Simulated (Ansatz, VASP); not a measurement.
One calculation of MnO, two programs

```
Mn O
1.0
     0.00000    2.36027    2.36027
     2.36027    0.00000    2.36027
     2.36027    2.36027    0.00000
Mn O
1 1
Direct
  0.00000 0.00000 0.00000
  0.75000 0.75000 0.75000
```

Alike in both runs: functional PBEsol; k mesh 8 × 8 × 8; occupations gaussian, width 0.1 eV; collinear spin.

Ansatz relaxed the structure, and its values are those at the end. VASP's run is a single point on that final structure, the one shown.

|  | VASP | Ansatz |
| --- | --- | --- |
| version | VASP 6.6.1 | Ansatz 0.2.0 |
| potentials or method | VASP PAW PBE potentials, release 64 (Mn_pv, O), cutoff 520 eV | scalar-relativistic, plane waves, PAW |
| valence electrons in the cell | 19 | 21 |

|  | VASP | Ansatz | Ansatz less VASP |
| --- | --- | --- | --- |
| gap on the k mesh at the Fermi level (eV) | none | none | - |
| pressure (GPa) | 0.0 | -0.4 | -0.46 |
| net moment per atom (μB) | 2.44 | 2.45 | 0.000 |
| size of the moment on the site where the two differ most (μB) | 4.33 | 3.86 | -0.475 |

VASP's potentials were made for PBE, not for PBEsol. Site moments also hang on the region over which each program counts them. A gap of «none» marks a metal or a gap that the smearing closes. VASP's potentials hold 19 valence electrons a cell and Ansatz's 21, so a difference there can come from the potentials and not from the codes.
